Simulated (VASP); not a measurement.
Re, 1 atom in the cell. Symmetry: I4/mmm, No. 139, tetragonal system. Conventional cell: a = 2.769 Å, b = 2.769 Å, c = 4.346 Å, α = 90.00°, β = 90.00°, γ = 90.00°. Re (site symmetry 4/mmm) has 12 Re at 2.77 to 2.92 Å within 3.6 Å.  This cell differs from its parent crystal: normal strain along x +0.0000, normal strain along z +0.1100.

| Item | Value |
| --- | --- |
| Program | VASP 6.6.1 |
| Task | single point |
| Functional | PBE |
| Potentials or basis | VASP PAW PBE potentials, release 64 (Re) |
| Cutoff | 520 eV |
| k mesh | 10 × 10 × 10 |
| Occupations | gaussian, width 0.15 eV |
| Spin | no spin polarisation |
| Dipole correction | no |
| Further INCAR settings | ALGO = Normal; EDIFF = 1e-06; NBANDS = 10 |

Potentials or basis: VASP PAW PBE potentials, release 64 (Re).

Run with:

```sh
$ cat potpaw_PBE.64/Re/POTCAR > POTCAR
$ mpirun -np 1 vasp_std > vasp.out
```

Hardware: 1 thread of AMD EPYC 7R43 64-Core Processor (Zen 3), with other jobs on the host.

**Question.** Estimate the wall time of this run.

**Answer.** Run time: 16 s on 1 thread of AMD EPYC 7R43 64-Core Processor (Zen 3) (shared host), peak memory 0.12 GiB. Counts: scf iterations 11, k points 102.
